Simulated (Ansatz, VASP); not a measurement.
One calculation of TiB2, two programs

Contents of INCAR:

```
  PREC = Accurate
  ENCUT = 520
  EDIFF = 1E-7
  ISMEAR = -1
  SIGMA = 0.1
  LREAL = False
  LASPH = True
  NELM = 100
  ALGO = Normal
  ISIF = 2
  LWAVE = False
  LCHARG = False
  GGA = PS
  NBANDS = 16
```

The input KPOINTS:

```
regular mesh
0
Gamma
  11 11 9
```

Contents of POSCAR:

```
TiB2
1.0
    3.0292000000      0.0000000000      0.0000000000
   -1.5146000000      2.6233640000      0.0000000000
    0.0000000000      0.0000000000      3.2284000000
Ti B
1 2
Direct
    0.0000000000      0.0000000000      0.0000000000
    0.3267309301      0.6666666667      0.5000000000
    0.6666666667      0.3333333333      0.5000000000
```

Input for Ansatz:

```yaml
crystal:
  lattice:
    - [3.0292, 0.0, 0.0]
    - [-1.5146, 2.623364, 0.0]
    - [0.0, 0.0, 3.2284]
  atoms:
    - { symbol: Ti, position: [0.0, 0.0, 0.0] }
    - { symbol: B, position: [0.32673093005854126, 0.6666666666666666, 0.5] }
    - { symbol: B, position: [0.6666666666666666, 0.3333333333333333, 0.5] }
basis:
  ecutwfc: 550.0
kpoints:
  mp_grid:
    grid: [11, 11, 9]
hamiltonian:
  xc: pbesol
  pseudopotentials:
    kind: paw
scf:
  convergence:
    dr2_threshold: 1.0e-09
  occupations:
    method: fermi_dirac
output:
  forces: true
```

Alike in both runs: task single point; functional PBEsol; k mesh 11 × 11 × 9; no spin polarisation.

|  | VASP | Ansatz |
| --- | --- | --- |
| version | VASP 6.6.1 | Ansatz 0.2.0 |
| potentials or method | VASP PAW PBE potentials, release 64 (Ti_sv, B), cutoff 520 eV | plane waves, PAW |
| occupations | fermi-dirac, width 0.1 eV | fermi-dirac |
| valence electrons in the cell | 18 | 18 |

VASP gave:

* rms of the force components (eV/Å): 0.161

Which values does Ansatz return?

rms of the force components (eV/Å): 0.160.

VASP's potentials were made for PBE, not for PBEsol. Atom by atom the forces differ by 0.001 eV/Å (rms over components).
